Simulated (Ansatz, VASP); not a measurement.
Ba2Sc in VASP and in Ansatz

```
Ba Sc
1.0
    -2.18484    2.18484    7.09920
     2.18484   -2.18484    7.09920
     2.18484    2.18484   -7.09920
Ba Sc
2 1
Cartesian
  0.0000 0.0000 9.1806
  0.0000 0.0000 5.0178
  0.0000 0.0000 0.0000
```

Alike in both runs: functional PBE; k mesh 6 × 6 × 6; occupations gaussian, width 0.1 eV; no spin polarisation.

Ansatz relaxed the structure, and its values are those at the end. VASP's run is a single point on that final structure, the one shown.

|  | VASP | Ansatz |
| --- | --- | --- |
| version | VASP 6.6.1 | Ansatz 0.2.0 |
| potentials or method | VASP PAW PBE potentials, release 64 (Ba_sv, Sc_sv), cutoff 520 eV | scalar-relativistic, plane waves, PAW |
| valence electrons in the cell | 31 | 31 |

```csv
,VASP,Ansatz,Ansatz less VASP
gap on the k mesh at the Fermi level (eV),none,none,-
pressure (GPa),0.3,0.1,-0.15
rms of the force components (eV/Å),0.006,0.015,+0.0091
```

A gap of «none» marks a metal or a gap that the smearing closes.

Neither program's run includes spin-orbit coupling.
